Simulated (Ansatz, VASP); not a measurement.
# AsHF in VASP and in Ansatz

```
H As F
1.0
     2.28512    0.00000    0.00000
     0.00000    4.30852    0.00000
     0.00000    0.00000    4.88406
H As F
1 1 1
Direct
  0.00000 0.00000 0.00000
  0.00000 0.50000 0.50000
  0.00000 0.00000 0.50000
```

Alike in both runs: task relaxation of cell and atoms; functional PBE; k mesh 8 × 4 × 4; occupations gaussian, width 0.1 eV; no spin polarisation.

|  | VASP | Ansatz |
| --- | --- | --- |
| version | VASP 6.6.1 | Ansatz 0.2.0 |
| potentials or method | VASP PAW PBE potentials, release 64 (H, As, F), cutoff 600 eV | scalar-relativistic, plane waves, PAW |
| valence electrons in the cell | 13 | 23 |

```tsv
	VASP	Ansatz	Ansatz less VASP
gap on the k mesh at the Fermi level, each at its own relaxed structure (eV)	none	none	-
relaxed volume (Å³/atom)	16.91	17.10	+0.187
relaxed cell length with the largest relative difference (Å)	4.991	5.054	+0.0630
```

A gap of «none» marks a metal or a gap that the smearing closes. VASP's potentials hold 13 valence electrons a cell and Ansatz's 23, so a difference there can come from the potentials and not from the codes.

The k mesh is coarse, so the values compare programs but aren't converged.
